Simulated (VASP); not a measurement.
# Cu (Im-3m) in VASP: single point with PBE

Aim: the single point of Cu with PBE.

Everything below comes from runs of VASP 6.6.1. Logs are shortened: lines on timing, memory, paths and dates and some standing lists are left out, and cuts for length are marked.

## (1) The cell of the first run

The structure is cubic, space group Im-3m (No. 229). Conventional cell: a = 2.882 Å, b = 2.882 Å, c = 2.882 Å, α = 90.00°, β = 90.00°, γ = 90.00°. Within 3.3 Å of Cu (site symmetry m-3m) lie 14 Cu at 2.50 to 2.88 Å.

## (2) Single point, PBE

INCAR

```
SYSTEM = Cu
  PREC = Accurate
  ENCUT = 600
  EDIFF = 1E-6
  ISMEAR = 0
  SIGMA = 0.05
  LREAL = .False.
  LASPH = .True.
  NELM = 120
  ALGO = Normal
  ISIF = 2
  LWAVE = .False.
  LCHARG = .False.
  GGA = PE
  NBANDS = 12
  GGA_COMPAT = .False.
```

KPOINTS

```
regular mesh
0
Gamma
  10 10 10
  0 0 0
```

POSCAR

```
Cu
1.0
   -1.4411503906      1.4411503906      1.4411503906
    1.4411503906     -1.4411503906      1.4411503906
    1.4411503906      1.4411503906     -1.4411503906
Cu
1
Direct
    0.0000000000      0.0000000000      0.0000000000
```

Potentials or basis: VASP PAW PBE potentials, release 64 (Cu).

Run with:

```sh
> cat potpaw_PBE.64/Cu/POTCAR > POTCAR
> mpirun -np 1 vasp_std > vasp.out
```

OUTCAR:

```text
SYSTEM = Cu
   PREC = Accurate
   ENCUT = 600
   EDIFF = 1E-6
   ISMEAR = 0
   LREAL = .False.
   LASPH = .True.
   NELM = 120
   ISIF = 2
   GGA = PE

 ion  position               nearest neighbor table
   1  0.000  0.000  0.000-

  LATTYP: Found a body centered cubic cell.
 ALAT       =     2.8823007812

  Lattice vectors:

 A1 = (  -1.4411503906,   1.4411503906,   1.4411503906)
 A2 = (   1.4411503906,  -1.4411503906,   1.4411503906)
 A3 = (   1.4411503906,   1.4411503906,  -1.4411503906)

Analysis of symmetry for initial positions (statically):
=====================================================================
 Subroutine PRICEL returns:
 Original cell was already a primitive cell.

 Routine SETGRP: Setting up the symmetry group for a
 body centered cubic supercell.

 Subroutine GETGRP returns: Found 48 space group operations
 (whereof 48 operations were pure point group operations)
 out of a pool of 48 trial point group operations.

The static configuration has the point symmetry O_h .

Analysis of symmetry for dynamics (positions and initial velocities):
=====================================================================
 Subroutine PRICEL returns:
 Original cell was already a primitive cell.

 Routine SETGRP: Setting up the symmetry group for a
 body centered cubic supercell.

 Subroutine GETGRP returns: Found 48 space group operations
 (whereof 48 operations were pure point group operations)
 out of a pool of 48 trial point group operations.

The dynamic configuration has the point symmetry O_h .

 Subroutine INISYM returns: Found 48 space group operations
 (whereof 48 operations are pure point group operations),
 and found     1 'primitive' translations

----------------------------------------------------------------------------------------

                                     Primitive cell

  volume of cell :      11.9726

  direct lattice vectors                    reciprocal lattice vectors
    -1.441150391  1.441150391  1.441150391     0.000000000  0.346945054  0.346945054
     1.441150391 -1.441150391  1.441150391     0.346945054  0.000000000  0.346945054
     1.441150391  1.441150391 -1.441150391     0.346945054  0.346945054  0.000000000

  length of vectors
     2.496145698  2.496145698  2.496145698     0.490654401  0.490654401  0.490654401

  position of ions in fractional coordinates (direct lattice)
     0.000000000  0.000000000  0.000000000

  ion indices of the primitive-cell ions
   primitive index   ion index
                 1           1

----------------------------------------------------------------------------------------

 KPOINTS: regular mesh

Automatic generation of k-mesh.
 Grid dimensions read from file:
 generate k-points for:   10   10   10

 Generating k-lattice:

  Cartesian coordinates                     Fractional coordinates (reciprocal lattice)
     0.000000000  0.034694505  0.034694505     0.100000000  0.000000000  0.000000000
     0.034694505  0.000000000  0.034694505     0.000000000  0.100000000  0.000000000
     0.034694505  0.034694505  0.000000000     0.000000000  0.000000000  0.100000000

  Length of vectors
     0.049065440  0.049065440  0.049065440

  Shift w.r.t. Gamma in fractional coordinates (k-lattice)
     0.000000000  0.000000000  0.000000000

 Subroutine IBZKPT returns following result:
 ===========================================

 Found     47 irreducible k-points:

 Following reciprocal coordinates:
            Coordinates               Weight
  0.000000  0.000000  0.000000      1.000000
  0.100000  0.000000  0.000000     12.000000
  0.200000  0.000000  0.000000     12.000000
  0.300000  0.000000  0.000000     12.000000
  0.400000  0.000000  0.000000     12.000000
  0.500000  0.000000  0.000000      6.000000
[... 16 lines left out ...]
  0.300000  0.300000  0.100000      8.000000
 -0.300000  0.300000  0.100000     24.000000
 [... further k-points ...]
   k-points           NKPTS =     47   k-points in BZ     NKDIM =     47   number of bands    NBANDS=     12
   number of dos      NEDOS =    301   number of ions     NIONS =      1
   total plane-waves  NPLWV =   8000
   dimension x,y,z NGX =    20 NGY =   20 NGZ =   20
   dimension x,y,z NGXF=    40 NGYF=   40 NGZF=   40
   ions per type =               1
   NGX,Y,Z   is equivalent  to a cutoff of  13.32, 13.32, 13.32 a.u.
   NGXF,Y,Z  is equivalent  to a cutoff of  26.64, 26.64, 26.64 a.u.
 SYSTEM =  Cu
   PREC   = accura    normal or accurate (medium, high low for compatibility)
   ISTART =      0    job   : 0-new  1-cont  2-samecut
   ICHARG =      2    charge: 1-file 2-atom 10-const
   ISPIN  =      1    spin polarized calculation?
   LNONCOLLINEAR =      F non collinear calculations
   LSORBIT =      F    spin-orbit coupling
   LASPH  =      T    aspherical Exc in radial PAW
   ENCUT  =  600.0 eV  44.10 Ry    6.64 a.u.   4.99  4.99  4.99*2*pi/ulx,y,z
   NELM   =    120;   NELMIN=  2; NELMDL= -5     # of ELM steps
   EDIFF  = 0.1E-05   stopping-criterion for ELM
   LREAL  =      F    real-space projection
   EDIFFG = 0.1E-04   stopping-criterion for IOM
   NSW    =      0    number of steps for IOM
   IBRION =     -1    ionic relax: 0-MD 1-quasi-New 2-CG
   NFREE  =      0    steps in history (QN), initial steepest desc. (CG)
   ISIF   =      2    stress and relaxation
   ISYM   =      2    0-nonsym 1-usesym 2-fastsym
   POTIM  = 0.5000    time-step for ionic-motion
   TEBEG  =    0.0;   TEEND  =   0.0 temperature during run
   PSTRESS=    0.0 pullay stress
   NELECT =      11.0000    total number of electrons
   NUPDOWN=      -1.0000    fix difference up-down
   EMIN   =  10.00;   EMAX   =-10.00  energy-range for DOS
   EFERMI =   0.00;   METHOD = LEGACY
   ISMEAR =     0;   SIGMA  =   0.05  broadening in eV -4-tet -1-fermi 0-gaus
   EFERMI_NEDOS =   21; number of points for ismear=-14 and -15
   IALGO  =     38    algorithm
   IMIX   =      4    mixing-type and parameters
     AMIX     =   0.40;   BMIX     =  1.00
     AMIX_MAG =   1.60;   BMIX_MAG =  1.00
  volume/ion in A,a.u.               =      11.97        80.79
  Fermi-wavevector in a.u.,A,eV,Ry     =   1.591511  3.007520 34.462314  2.532909
  Thomas-Fermi vector in A             =   2.690040
   LORBIT       =      0    0 simple, 1 ext, 2 COOP (PROOUT), +10 PAW based schemes
   GGA     = PE    functional components
   LHFCALC =     F    Hartree Fock is set to
   AEXX    =    0.0000 exact exchange contribution
   IVDW    =     0    specifies the selected vdW correction
   LEPSILON=     F    determine dielectric tensor
   LRPA    =     F    only Hartree local field effects (RPA)
 non-spin polarized calculation
 Gauss-broadening in eV      SIGMA  =   0.05
  energy-cutoff  :      600.00
  volume of cell :       11.97
 maximum number of plane-waves:       418
   NGX =  9   NGY =  9   NGZ =  9

 number of electron      11.0000002 magnetization

 Free energy of the ion-electron system (eV)
  ---------------------------------------------------
  ext. energy  EPLUGINS =         0.00000000
  ---------------------------------------------------
  free energy    TOTEN  =        -3.66813690 eV

  energy without entropy =       -3.66697432  energy(sigma->0) =       -3.66755561

 E-fermi :   7.4244     XC(G=0): -12.6515

 val. band max:        7.4173164487   @ k =   0.2000   0.2000   0.1000
 cond. band min:       7.5078151643   @ k =  -0.3000   0.4000   0.2000
 fundamental gap:      0.0904987156
 Fermi energy:         7.4244282666

 k-point     1 :       0.0000    0.0000    0.0000
  band No.  band energies     occupation
      1      -1.8260      2.00000
      2       4.3382      2.00000
      3       4.3382      2.00000
      4       4.3383      2.00000
      5       5.3261      2.00000
      6       5.3261      2.00000
      7      32.3468      0.00000
      8      32.3468      0.00000
      9      32.3468      0.00000
     10      35.5413      0.00000
     11      35.5413      0.00000
     12      35.5413      0.00000

 k-point     2 :       0.1000    0.0000    0.0000
  band No.  band energies     occupation
      1      -1.4463      2.00000
      2       4.2696      2.00000
      3       4.3329      2.00000
      4       4.4808      2.00000
      5       5.2637      2.00000
      6       5.3316      2.00000
      7      28.7970      0.00000
      8      31.1414      0.00000
      9      31.5019      0.00000
     10      32.6121      0.00000
     11      33.5117      0.00000
     12      34.3276      0.00000

 k-point     3 :       0.2000    0.0000    0.0000
  band No.  band energies     occupation
      1      -0.3564      2.00000
      2       4.0925      2.00000
      3       4.2895      2.00000
      4       4.8710      2.00000
      5       5.1781      2.00000
      6       5.3503      2.00000
      7      23.4351      0.00000
      8      28.6371      0.00000
      9      29.5254      0.00000
     10      30.2503      0.00000
     11      32.3635      0.00000
     12      35.4580      0.00000
[... 286 lines left out ...]
 k-point    23 :       0.3000    0.3000    0.1000
  band No.  band energies     occupation
      1       3.3866      2.00000
      2       3.8520      2.00000
      3       3.8520      2.00000
      4       5.4285      2.00000
      5       5.4285      2.00000
      6      12.4093      0.00000
      7      12.4093      0.00000
      8      13.8935      0.00000
      9      19.7944      0.00000
     10      38.9453      0.00000
     11      38.9453      0.00000
     12      43.7068      0.00000

 k-point    24 :      -0.3000    0.3000    0.1000
  band No.  band energies     occupation
      1       1.4825      2.00000
      2       4.0283      2.00000
      3       4.2612      2.00000
      4       5.0237      2.00000
      5       5.3643      2.00000
      6       5.6271      2.00000
      7      18.6797      0.00000
      8      24.7208      0.00000
      9      25.5711      0.00000
     10      31.5552      0.00000
     11      32.1250      0.00000
     12      34.7154      0.00000

 [... further k-points ...]
[... 5 lines left out ...]
  --------------------------------------------------------------------------------------
  -------------------------------------------------------------------------------------
  Total        0.0550955      0.0550955      0.0550955      0.0000000     -0.0000000     -0.0000000
  in kB        7.3729078      7.3729078      7.3729078      0.0000000     -0.0000000     -0.0000000
  external PRESSURE =       7.3729078 kB  Pullay stress =       0.0000000 kB

 VOLUME and BASIS-vectors are now :
 -----------------------------------------------------------------------------
  energy-cutoff  :      600.00
  volume of cell :       11.97
      direct lattice vectors                 reciprocal lattice vectors
    -1.441150391  1.441150391  1.441150391     0.000000000  0.346945054  0.346945054
     1.441150391 -1.441150391  1.441150391     0.346945054  0.000000000  0.346945054
     1.441150391  1.441150391 -1.441150391     0.346945054  0.346945054  0.000000000

 POSITION                                       TOTAL-FORCE (eV/Angst)
 -----------------------------------------------------------------------------------
      0.00000      0.00000      0.00000         0.000000      0.000000     -0.000000
 -----------------------------------------------------------------------------------
    total drift:                                0.000000     -0.000000      0.000000

  FREE ENERGIE OF THE ION-ELECTRON SYSTEM (eV)
  ---------------------------------------------------
  free  energy   TOTEN  =        -3.6681369033 eV

  energy  without entropy=       -3.6669743225  energy(sigma->0) =       -3.66755561
```

It took 6.7 s on 1 thread of Intel Xeon 6975P-C, shared host; peak memory 0.12 GiB.

What came out:

```
Free energy : -3.6681 eV
Pressure    : 0.7 GPa
```

Levels at points of the mesh, in eV from the Fermi level:
```
           k point  band 2  band 3  band 4  band 5  band 6  band 7  band 8  band 9  band 10  band 11
(0.00, 0.00, 0.00)   -3.09   -3.09   -3.09   -2.10   -2.10   24.92   24.92   24.92    28.12    28.12
(0.50, 0.00, 0.00)   -3.78   -2.14   -1.99   -1.38   -0.56    4.26   17.37   17.37    21.18    24.02
(0.50, 0.50, 0.50)   -4.57   -1.55   -1.55   -1.55    8.13    8.13    8.13   13.48    13.48    15.64
```
